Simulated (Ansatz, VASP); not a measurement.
**Two plane-wave programs on MgS**

INCAR

```
PREC = Accurate ; ENCUT = 520
EDIFF = 1E-6 ; ISMEAR = -1
SIGMA = 0.02 ; LREAL = F
LASPH = T ; NELM = 60
ALGO = Normal ; ISIF = 2
LWAVE = F ; LCHARG = F
GGA = PE ; NBANDS = 11
```

File KPOINTS:

```
regular mesh
0
Gamma
  6 6 6
```

Contents of POSCAR:

```
MgS
1.0
    3.2409458089      0.0000000000      0.0000000000
    0.0000000000      3.2409458089      0.0000000000
    0.0000000000      0.0000000000      3.2409458089
Mg S
1 1
Direct
    0.0000000000      0.0000000000      0.0000000000
    0.5000000000      0.5000000000      0.5000000000
```

Input for Ansatz:

```yaml
crystal:
  lattice:
    - [3.2409458089, 0.0, 0.0]
    - [0.0, 3.2409458089, 0.0]
    - [0.0, 0.0, 3.2409458089]
  atoms:
    - { symbol: Mg, position: [0.0, 0.0, 0.0] }
    - { symbol: S, position: [0.5, 0.5, 0.5] }
kpoints:
  mp_grid: { grid: [6, 6, 6] }
hamiltonian:
  xc: pbe
scf:
  occupations: { method: fermi_dirac, width: 0.02 }
  n_extra_bands: 4
output:
  forces: true
  stress: true
  eigenvalues: true
```

Alike in both runs: task single point; functional PBE; k mesh 6 × 6 × 6; occupations fermi-dirac, width 0.02 eV; no spin polarisation.

```csv
,VASP,Ansatz
version,VASP 6.6.1,Ansatz 0.2.0
potentials or method,"VASP PAW PBE potentials, release 64 (Mg, S)","plane waves, PAW"
plane-wave cutoff (eV),520,420
valence electrons in the cell,8,16
```

|  | VASP | Ansatz | Ansatz less VASP |
| --- | --- | --- | --- |
| pressure (GPa) | 1.7 | 2.1 | +0.36 |

VASP's potentials hold 8 valence electrons a cell and Ansatz's 16, so a difference there can come from the potentials and not from the codes.
